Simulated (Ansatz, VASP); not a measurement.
## Ti3H in VASP and in Ansatz

Contents of INCAR:

```
SYSTEM = Ti3H
PREC = Accurate ; ENCUT = 520
EDIFF = 1E-7 ; ISMEAR = 0
SIGMA = 0.1 ; LREAL = .FALSE.
LASPH = .TRUE. ; NELM = 60
ALGO = Normal ; ISIF = 2
LWAVE = .FALSE. ; LCHARG = .FALSE.
LDIPOL = .TRUE. ; IDIPOL = 3
DIPOL = 0.5 0.5 0.311 ; GGA = PE
NBANDS = 47
```

Contents of KPOINTS:

```
Automatic mesh
0
G
  6 6 1
  0 0 0
```

Contents of POSCAR:

```
Ti3H
1.0
    4.6037402166      0.0000000000      0.0000000000
   -2.3018701083      3.9869559800      0.0000000000
    0.0000000000      0.0000000000     22.4968207969
Ti H
6 2
Direct
    0.6666666667      0.3333333333      0.1778029010
    0.3333333333      0.6666666667      0.2195747826
    0.0000000000      0.0000000000      0.2613466643
    0.6666666667      0.3333333333      0.2980472831
    0.3333333333      0.6666666667      0.3304570154
    0.0000000000      0.0000000000      0.3776898467
    0.2173927505      0.7826072495      0.4119169051
    0.4492739162      0.5507260838      0.4119169051
```

Input for Ansatz:

```yaml
crystal:
  lattice:
    - [4.6037402166, 0.0, 0.0]
    - [-2.3018701083, 3.98695598, 0.0]
    - [0.0, 0.0, 22.4968207969]
  atoms:
    - { symbol: Ti, position: [0.6666666667, 0.3333333333, 0.177802901] }
    - { symbol: Ti, position: [0.3333333333, 0.6666666667, 0.2195747826] }
    - { symbol: Ti, position: [0.0, 0.0, 0.2613466643] }
    - { symbol: Ti, position: [0.6666666667, 0.3333333333, 0.2980472831] }
    - { symbol: Ti, position: [0.3333333333, 0.6666666667, 0.3304570154] }
    - { symbol: Ti, position: [0.0, 0.0, 0.3776898467] }
    - { symbol: H, position: [0.2173927505, 0.7826072495, 0.4119169051] }
    - { symbol: H, position: [0.4492739162, 0.5507260838, 0.4119169051] }
basis:
  ecutwfc: 420
kpoints:
  mp_grid: { grid: [6, 6, 1] }
hamiltonian:
  xc: pbe
  pseudopotentials: { kind: paw, azcp: { folder: soft_1 } }
scf:
  occupations: { method: gaussian, width: 0.1 }
output:
  forces: true
  eigenvalues: true
efield:
  axis: 3
  dipole_correction: true
  ramp_width: 0.04
```

Alike in both runs: task single point; functional PBE; k mesh 6 × 6 × 1; occupations gaussian, width 0.1 eV; no spin polarisation.

```csv
,VASP,Ansatz
version,VASP 6.6.1,Ansatz 0.2.0
potentials or method,"VASP PAW PBE potentials, release 64 (Ti_sv, H), cutoff 520 eV","scalar-relativistic, plane waves, PAW"
valence electrons in the cell,74,74
```

|  | VASP | Ansatz | Ansatz less VASP |
| --- | --- | --- | --- |
| gap on the k mesh at the Fermi level (eV) | none | none | - |
| rms of the force components (eV/Å) | 0.589 | 0.589 | +0.0007 |

Atom by atom the forces differ by 0.005 eV/Å (rms over components). A gap of «none» marks a metal or a gap that the smearing closes. The functional is the same, so the differences come from potentials, cutoffs and numerics.
